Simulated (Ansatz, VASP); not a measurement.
InP in VASP and in Ansatz

Contents of INCAR:

```
SYSTEM = InP
PREC = Accurate ; ENCUT = 520
EDIFF = 1E-7 ; ISMEAR = -1
SIGMA = 0.1 ; LREAL = .FALSE.
LASPH = .TRUE. ; NELM = 60
ALGO = Normal ; ISIF = 2
LWAVE = .FALSE. ; LCHARG = .FALSE.
GGA = PS ; NBANDS = 16
```

KPOINTS

```
Automatic mesh
0
G
  12 12 12
  0 0 0
```

Contents of POSCAR:

```
InP
1.0
    0.0000000000      2.4085272200      2.4085272200
    2.4085272200      0.0000000000      2.4085272200
    2.4085272200      2.4085272200      0.0000000000
In P
1 1
Direct
    0.0000000000      0.0000000000      0.0000000000
    0.2500000000      0.2500000000      0.2500000000
```

Input for Ansatz:

```yaml
crystal:
  lattice:
    - [0.0, 2.40852722, 2.40852722]
    - [2.40852722, 0.0, 2.40852722]
    - [2.40852722, 2.40852722, 0.0]
  atoms:
    - { symbol: In, position: [0.0, 0.0, 0.0] }
    - { symbol: P, position: [0.25, 0.25, 0.25] }
kpoints:
  mp_grid: { grid: [12, 12, 12] }
  band_path:
    path:
      - [0.0, 0.0, 0.0]
      - [-0.5, -0.5, 0.0]
      - [-0.375, -0.375, 0.25]
      - [-0.375, 0.0, 0.375]
      - [0.0, 0.0, 0.0]
      - [0.0, 0.0, 0.5]
      - [-0.5, -0.25, 0.25]
      - [-0.5, -0.5, 0.0]
    npoints: 8
scf:
  occupations: { method: fermi_dirac, width: 0.1 }
hamiltonian:
  xc: pbesol
  pseudopotentials: { kind: paw }
output:
  forces: true
  stress: true
  eigenvalues: true
  populations: true
  dos: { projected: true, de: 0.2, e_range: [-14, 8] }
```

Change from the starting cell: volume scaled by 0.55, PAW files.

Alike in both runs: task single point; functional PBEsol; k mesh 12 × 12 × 12; occupations fermi-dirac, width 0.1 eV; no spin polarisation.

|  | VASP | Ansatz |
| --- | --- | --- |
| version | VASP 6.6.1 | Ansatz 0.2.0 |
| potentials or method | VASP PAW PBE potentials, release 64 (In_d, P) | PAW with Ansatz's default frozen-core files, scalar-relativistic |
| plane-wave cutoff (eV) | 520 | 420 |
| valence electrons in the cell | 18 | 18 |

```tsv
	VASP	Ansatz	Ansatz less VASP
pressure (GPa)	147.5	148.6	+1.11
```

VASP's potentials were made for PBE, not for PBEsol. Both programs put the cell under a high pressure, so it lies far from rest at this level.

Noted on VASP's run: the cell as given lies far from equilibrium.
